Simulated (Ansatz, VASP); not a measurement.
**Ca3TeRu2 in VASP and in Ansatz**

```xyz
6
Lattice="4.4992 0.0000 0.0000 0.0000 4.4992 0.0000 0.0000 0.0000 10.4017" Properties=species:S:1:pos:R:3 pbc="T T T"
Ca    2.2496    2.2496    8.4036
Ca    2.2496    2.2496    1.9981
Ca    0.0000    0.0000    5.2008
Te    2.2496    2.2496    5.2008
Ru    0.0000    2.2496    6.7179
Ru    2.2496    0.0000    3.6838
```

Alike in both runs: functional PBE; k mesh 4 × 4 × 2; occupations gaussian, width 0.1 eV; no spin polarisation.

Ansatz relaxed the structure, and its values are those at the end. VASP's run is a single point on that final structure, the one shown.

|  | VASP | Ansatz |
| --- | --- | --- |
| version | VASP 6.6.1 | Ansatz 0.2.0 |
| potentials or method | VASP PAW PBE potentials, release 64 (Ca_sv, Te, Ru_pv), cutoff 520 eV | scalar-relativistic, plane waves, PAW |
| valence electrons in the cell | 64 | 78 |

```tsv
	VASP	Ansatz	Ansatz less VASP
gap on the k mesh at the Fermi level (eV)	none	none	-
pressure (GPa)	0.1	0.0	-0.08
rms of the force components (eV/Å)	0.018	0.012	-0.0066
```

A gap of «none» marks a metal or a gap that the smearing closes. VASP's potentials hold 64 valence electrons a cell and Ansatz's 78, so a difference there can come from the potentials and not from the codes.

Spin-orbit coupling is off throughout.
